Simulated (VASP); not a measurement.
# PCS4 (P6/mmm) in VASP: a series of runs, part 3 of 3

VASP 6.6.1. Earlier steps stand in the parts before.

## (6) Relaxation of cell and atoms, PBE+D3(BJ)

The input, INCAR:

```
ALGO = Normal
EDIFF = 1E-6
EDIFFG = -0.01
ENCUT = 600
GGA = PE
IBRION = 2
ISIF = 3
ISMEAR = 0
IVDW = 12
LASPH = T
LCHARG = F
LREAL = F
LWAVE = F
NELM = 100
NSW = 100
PREC = Accurate
SIGMA = 0.1
```

The input, KPOINTS:

```
k-points
0
Gamma
  12 12 6
```

The input, POSCAR:

```
PCS4
1.0
    4.0777444038      0.0000000000      0.0000000000
   -2.0388722019      3.5314302439      0.0000000000
    0.0000000000      0.0000000000      8.4626400870
P C S
1 1 4
Direct
    0.0000000000      0.0000000000      0.5000000000
    0.0000000000      0.0000000000      0.0000000000
    0.0000000000      0.0000000000      0.2654396457
    0.0000000000      0.0000000000      0.7345603543
    0.3333333333      0.6666666667      0.0000000000
    0.6666666667      0.3333333333      0.0000000000
```

Potentials or basis: VASP PAW PBE potentials, release 64 (P, C, S).

On the command line:

```console
> cat potpaw_PBE.64/P/POTCAR potpaw_PBE.64/C/POTCAR potpaw_PBE.64/S/POTCAR > POTCAR
> mpirun -np 1 vasp_std > vasp.out
```

OUTCAR:

```text
EDIFF = 1E-6
   EDIFFG = -0.01
   ENCUT = 600
   GGA = PE
   IBRION = 2
   ISIF = 3
   ISMEAR = 0
   IVDW = 12
   LASPH = T
   LREAL = F
   NELM = 100
   NSW = 100
   PREC = Accurate
 IVDW          = 12

 ion  position               nearest neighbor table
   1  0.000  0.000  0.500-   3 1.98   4 1.98
   2  0.000  0.000  0.000-   3 2.25   4 2.25   5 2.35   6 2.35   6 2.35   5 2.35   6 2.35   5 2.35

   3  0.000  0.000  0.265-   1 1.98   2 2.25
   4  0.000  0.000  0.735-   1 1.98   2 2.25
   5  0.333  0.667  0.000-   2 2.35   6 2.35   6 2.35   2 2.35   2 2.35   6 2.35
   6  0.667  0.333  0.000-   5 2.35   2 2.35   5 2.35   2 2.35   2 2.35   5 2.35

  LATTYP: Found a hexagonal cell.
 ALAT       =     4.0777444038
 C/A-ratio  =     2.0753238185

  Lattice vectors:

 A1 = (   4.0777444038,   0.0000000000,   0.0000000000)
 A2 = (  -2.0388722019,   3.5314302439,   0.0000000000)
 A3 = (   0.0000000000,   0.0000000000,   8.4626400870)

Analysis of symmetry for initial positions (statically):
=====================================================================
 Subroutine PRICEL returns:
 Original cell was already a primitive cell.

 Routine SETGRP: Setting up the symmetry group for a
 hexagonal supercell.

 Subroutine GETGRP returns: Found 24 space group operations
 (whereof 24 operations were pure point group operations)
 out of a pool of 24 trial point group operations.

The static configuration has the point symmetry D_6h.

Analysis of symmetry for dynamics (positions and initial velocities):
=====================================================================
 Subroutine PRICEL returns:
 Original cell was already a primitive cell.

 Routine SETGRP: Setting up the symmetry group for a
 hexagonal supercell.

 Subroutine GETGRP returns: Found 24 space group operations
 (whereof 24 operations were pure point group operations)
 out of a pool of 24 trial point group operations.

The dynamic configuration has the point symmetry D_6h.

[... 119 lines left out ...]
   EMIN   =  10.00;   EMAX   =-10.00  energy-range for DOS
   EFERMI =   0.00;   METHOD = LEGACY
   ISMEAR =     0;   SIGMA  =   0.10  broadening in eV -4-tet -1-fermi 0-gaus
   EFERMI_NEDOS =   21; number of points for ismear=-14 and -15
   IALGO  =     38    algorithm
   IMIX   =      4    mixing-type and parameters
     AMIX     =   0.40;   BMIX     =  1.00
     AMIX_MAG =   1.60;   BMIX_MAG =  1.00
  volume/ion in A,a.u.               =      20.31       137.06
  Fermi-wavevector in a.u.,A,eV,Ry     =   1.059141  2.001487 15.262753  1.121781
  Thomas-Fermi vector in A             =   2.194476
   LORBIT       =      0    0 simple, 1 ext, 2 COOP (PROOUT), +10 PAW based schemes
   GGA     = PE    functional components
   LHFCALC =     F    Hartree Fock is set to
   AEXX    =    0.0000 exact exchange contribution
   IVDW    =    12    specifies the selected vdW correction
   LEPSILON=     F    determine dielectric tensor
   LRPA    =     F    only Hartree local field effects (RPA)
 conjugate gradient relaxation of ions
 non-spin polarized calculation
 Gauss-broadening in eV      SIGMA  =   0.10
  energy-cutoff  :      600.00
  volume of cell :      121.86
 maximum number of plane-waves:      4110
 NGX is ok and might be reduce to    36
   NGX = 17   NGY = 17   NGZ = 33

--------------------------------------- Ionic step        1  -------------------------------------------

 number of electron      33.0000002 magnetization

 Free energy of the ion-electron system (eV)
  ---------------------------------------------------
  ext. energy  EPLUGINS =         0.00000000
  ---------------------------------------------------
  free energy    TOTEN  =       -22.97684700 eV

  energy without entropy =      -22.96053239  energy(sigma->0) =      -22.96868970

------------------------ aborting loop because EDIFF is reached ----------------------------------------

 Edisp (eV)   -1.51878

 E8    (eV) :    -0.5385
[... 117 lines left out ...]
  FREE ENERGIE OF THE ION-ELECTRON SYSTEM (eV)
  ---------------------------------------------------
  free  energy   TOTEN  =       -24.5018435017 eV

  energy  without entropy=      -24.4844843559  energy(sigma->0) =      -24.49316393

[... ionic steps 4 to 8 ...]

--------------------------------------- Ionic step        9  -------------------------------------------

 number of electron      32.9999996 magnetization

------------------------ aborting loop because EDIFF is reached ----------------------------------------
[... 83 lines left out ...]
--------------------------------------- Ionic step       11  -------------------------------------------

 number of electron      32.9999997 magnetization

 Free energy of the ion-electron system (eV)
  ---------------------------------------------------
  ext. energy  EPLUGINS =         0.00000000
  ---------------------------------------------------
  free energy    TOTEN  =       -23.01750180 eV

  energy without entropy =      -22.99660773  energy(sigma->0) =      -23.00705477

 E-fermi :   3.7260     XC(G=0):  -8.9877

 val. band max:        3.7249309467   @ k =   0.2500   0.0833   0.0000
 cond. band min:       3.7288222169   @ k =   0.1667   0.0000   0.3333
 fundamental gap:      0.0038912702
 Fermi energy:         3.7259753609

 k-point     1 :       0.0000    0.0000    0.0000
  band No.  band energies     occupation
      1     -13.2020      2.00000
      2     -11.0151      2.00000
      3     -10.1517      2.00000
      4      -5.9798      2.00000
      5      -5.4823      2.00000
      6      -3.7423      2.00000
[... 541 lines left out ...]
     19       5.0293      0.00000
     20       5.2248      0.00000

 [... further k-points ...]

------------------------ aborting loop because EDIFF is reached ----------------------------------------

 Edisp (eV)   -1.49066

 E8    (eV) :    -0.5275
[... 29 lines left out ...]
  FREE ENERGIE OF THE ION-ELECTRON SYSTEM (eV)
  ---------------------------------------------------
  free  energy   TOTEN  =       -24.5081597959 eV

  energy  without entropy=      -24.4872657283  energy(sigma->0) =      -24.49771276

 reached required accuracy - stopping structural energy minimisation
```

OSZICAR:

```text
N       E                     dE             d eps       ncg     rms          rms(c)
DAV:   1     0.192395699465E+03    0.19240E+03   -0.15359E+04  3040   0.158E+03
DAV:   2    -0.737436168466E+01   -0.19977E+03   -0.19387E+03  4132   0.245E+02
DAV:   3    -0.228119012126E+02   -0.15438E+02   -0.14871E+02  3668   0.725E+01
[... 102 lines left out ...]
DAV:   3    -0.230175265801E+02    0.18398E-03   -0.10333E-03  3972   0.230E-01    0.567E-02
DAV:   4    -0.230175104173E+02    0.16163E-04   -0.11117E-04  3624   0.771E-02    0.507E-02
DAV:   5    -0.230175031015E+02    0.73158E-05   -0.25305E-05  3676   0.320E-02    0.185E-02
DAV:   6    -0.230175020782E+02    0.10233E-05   -0.52410E-06  3456   0.136E-02    0.546E-03
DAV:   7    -0.230175018006E+02    0.27759E-06   -0.48781E-07  1708   0.480E-03
  11 F= -.24508160E+02 E0= -.24497713E+02  d E =-.618150E-03
```

It took 31 min on 1 thread of Intel Xeon 8259CL, shared host; peak memory 0.45 GiB.

What came out:

- Free energy: -24.5082 eV
- Relaxed volume: 20.62 Å³/atom
- Relaxed cell: a = 4.147 Å, b = 4.147 Å, c = 8.310 Å, α = 90.00°, β = 90.00°, γ = 120.00°
- Space group after relaxing (to 0.1 Å): P6/mmm (No. 191)
- Energy gained by relaxing: 2.1 meV/atom
- Ionic steps: 11
- Pressure after relaxing: 0.0 GPa
- Largest force after relaxing: 0.008 eV/Å
- Band gap on the k mesh: zero (an odd number of electrons rules out a gap without spin polarisation)
- Dispersion energy per atom: -0.248 eV

Forces on the atoms (eV/Å):
```
P    0.000  0.000  0.000
C    0.000  0.000  0.000
S    0.000  0.000 -0.008
S    0.000  0.000  0.008
S    0.000  0.000  0.000
S    0.000  0.000  0.000
```

The path:
| step | energy change (eV) | largest force (eV/Å) | pressure (GPa) | volume (Å³) |
| --- | --- | --- | --- | --- |
| 1 | 0.0000 | 0.1895 | 0.21 | 121.86 |
| 2 | -0.0052 | 0.2554 | 0.73 | 122.33 |
| 3 | -0.0062 | 0.1209 | 0.57 | 122.20 |
| 4 | -0.0094 | 0.0657 | -0.01 | 123.57 |
| 5 | -0.0095 | 0.0559 | -0.12 | 123.83 |
| 6 | -0.0102 | 0.0631 | -0.08 | 123.80 |
| 7 | -0.0115 | 0.0861 | 0.01 | 123.72 |
| 8 | -0.0114 | 0.1315 | 0.24 | 123.53 |
| 9 | -0.0119 | 0.1104 | 0.13 | 123.63 |
| 10 | -0.0123 | 0.0760 | 0.07 | 123.67 |
| 11 | -0.0125 | 0.0083 | -0.05 | 123.74 |

Final structure:
```
P C S
1.0
     4.14655    0.00000    0.00000
    -2.07327    3.59102    0.00000
     0.00000    0.00000    8.31027
P C S
1 1 4
Direct
  0.00000 0.00000 0.50000
  0.00000 0.00000 0.00000
  0.00000 0.00000 0.26230
  0.00000 0.00000 0.73770
  0.33333 0.66667 0.00000
  0.66667 0.33333 0.00000
```

Levels at points of the mesh, in eV from the Fermi level:
| k point | band 12 | band 13 | band 14 | band 15 | band 16 | band 17 | band 18 | band 19 | band 20 |
| --- | --- | --- | --- | --- | --- | --- | --- | --- | --- |
| (0.00, 0.00, 0.00) | -2.80 | -2.66 | -2.66 | -1.90 | -1.90 | 0.51 | 0.91 | 1.27 | 1.85 |
| (0.50, 0.00, 0.00) | -2.23 | -1.43 | -1.09 | -0.81 | -0.47 | 0.62 | 0.87 | 1.39 | 1.77 |
| (0.00, 0.00, 0.50) | -3.74 | -3.05 | -3.05 | -1.36 | -1.27 | -1.27 | 0.51 | 1.34 | 1.34 |
| (0.50, 0.00, 0.50) | -2.82 | -2.42 | -1.85 | -1.14 | -0.54 | -0.12 | 0.91 | 1.25 | 1.46 |

## (7) Summary

```tsv
task	cell	k mesh	cutoff (eV)	gap on the mesh (eV)	pressure (GPa)	relaxed volume (Å³/atom)	largest force (eV/Å)
single point	a = 4.078, b = 4.078, c = 8.463 Å, angles 90.0, 90.0, 120.0°, 6 atoms, atomic positions A	6 × 6 × 4	520	none	-0.3	-	0.10
single point	a = 4.769, b = 4.769, c = 7.015 Å, angles 90.0, 90.0, 120.0°, 6 atoms, atomic positions B	6 × 6 × 4	520	none	17.3	-	13.53
single point	a = 4.150, b = 4.150, c = 8.301 Å, angles 90.0, 90.0, 120.0°, 6 atoms, atomic positions C	12 × 12 × 6	520	none	-0.2	-	0.08
relaxation of cell and atoms	relaxed from a = 4.769, b = 4.769, c = 7.015 Å, angles 90.0, 90.0, 120.0°, 6 atoms, atomic positions B	6 × 6 × 4	600	none	0.1	20.19	0.04
relaxation of cell and atoms	relaxed from a = 4.078, b = 4.078, c = 8.463 Å, angles 90.0, 90.0, 120.0°, 6 atoms, atomic positions A	12 × 12 × 6	600	none	0.0	20.62	0.01
```

Alike in all rows: level PBE+D3(BJ); potentials or basis VASP PAW PBE potentials, release 64 (P, C, S); no spin polarisation; smearing gaussian 0.1 eV.

Caveats: the cell stands under pressure (at least some runs); forces of over 1 eV/Å act on the atoms, so gaps and moduli don't describe the material at rest (at least some runs); a cell axis changed by over 15 % at a fixed basis, so the end point is rough (at least some runs).

Total energies depend on the potentials used, so only differences within one code and one set of settings carry meaning.
